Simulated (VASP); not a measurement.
Here is a VASP 6.6.1 calculation.

The input INCAR:

```
PREC = Accurate
ENCUT = 600
EDIFF = 1E-6
ISMEAR = 0
SIGMA = 0.1
LREAL = F
LASPH = T
NELM = 100
ALGO = Normal
ISIF = 3
LWAVE = F
LCHARG = F
GGA = PE
IBRION = 2
NSW = 90
EDIFFG = -0.04
```

File KPOINTS:

```
regular mesh
0
Gamma
  4 4 4
```

The input POSCAR:

```
Zr4H
1.0
    4.0663121700      0.0000000000      0.0000000000
    0.0000000000      4.0663121700      0.0000000000
    0.0000000000      0.0000000000      4.0663121700
Zr H
4 1
Direct
    0.0000000000      0.5000000000      0.5000000000
    0.5000000000      0.5000000000      0.0000000000
    0.5000000000      0.0000000000      0.5000000000
    0.0000000000      0.0000000000      0.0000000000
    0.5000000000      0.5000000000      0.5000000000
```

Potentials or basis: VASP PAW PBE potentials, release 64 (Zr_sv, H).

Launch:

```bash
$ cat potpaw_PBE.64/Zr_sv/POTCAR potpaw_PBE.64/H/POTCAR > POTCAR
$ mpirun -np 1 vasp_std > vasp.out
```

**Question.** Estimate the space group after relaxing (to 0.1 Å).

**Answer.** Pm-3m (No. 221).

**Question.** Estimate the relaxed cell.

**Answer.** a = 4.550 Å, b = 4.550 Å, c = 4.550 Å, α = 90.00°, β = 90.00°, γ = 90.00°.

**Question.** What does it give for the band gap on the k mesh?

**Answer.** Zero (an odd number of electrons rules out a gap without spin polarisation).

**Question.** Predict the relaxed volume.

**Answer.** 18.84 Å³/atom.

Step by step:
```
step  energy change (eV)  largest force (eV/Å)  pressure (GPa)  volume (Å³)
   1              0.0000                0.0000           59.00        67.24
   2             -1.4572                0.0000          -17.71       127.85
   3             -3.7919                0.0000           -1.04        94.94
   4             -3.7949                0.0000           -0.27        94.19
```

Caveat: the k points lie up to 0.35 Å⁻¹ apart in the final cell, too coarse for converged energies and pressures of a metal; the volume moved by over 15 % at a fixed basis, so the end points are rough.
